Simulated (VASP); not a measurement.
Input of a VASP 6.6.1 run:

INCAR

```
PREC     = Accurate       # precision mode
ENCUT    = 520            # plane-wave cutoff, eV
EDIFF    = 1E-6           # SCF threshold, eV
ISMEAR   = -1             # smearing method
SIGMA    = 0.06122561905347299 # smearing width, eV
LREAL    = F              # projectors in reciprocal space
LASPH    = T              # aspherical terms in the spheres
NELM     = 60             # most SCF steps
ALGO     = Normal         # electronic algorithm
ISIF     = 2              # what is computed and relaxed
LWAVE    = F              # write WAVECAR
LCHARG   = F              # write CHGCAR
GGA      = PE             # functional
NBANDS   = 12             # bands
```

The input KPOINTS:

```
regular mesh
0
Gamma
  20 20 20
```

The input POSCAR:

```
Ga
1.0
    2.6646517150      0.0000000000      0.0000000000
    0.0000000000      2.6646517150      0.0000000000
    0.0000000000      0.0000000000      2.6646517150
Ga
1
Direct
    0.0000000000      0.0000000000      0.0000000000
```

Potentials or basis: VASP PAW PBE potentials, release 64 (Ga_d).

Run with:

```console
$ cat potpaw_PBE.64/Ga_d/POTCAR > POTCAR
$ mpirun -np 1 vasp_std > vasp.out
```

(1) Estimate the band gap on the k mesh.

(2) Estimate the pressure.

## Answers

(1) zero (an odd number of electrons rules out a gap without spin polarisation).

(2) 3.3 GPa.

Caveat: the cell stands under pressure.
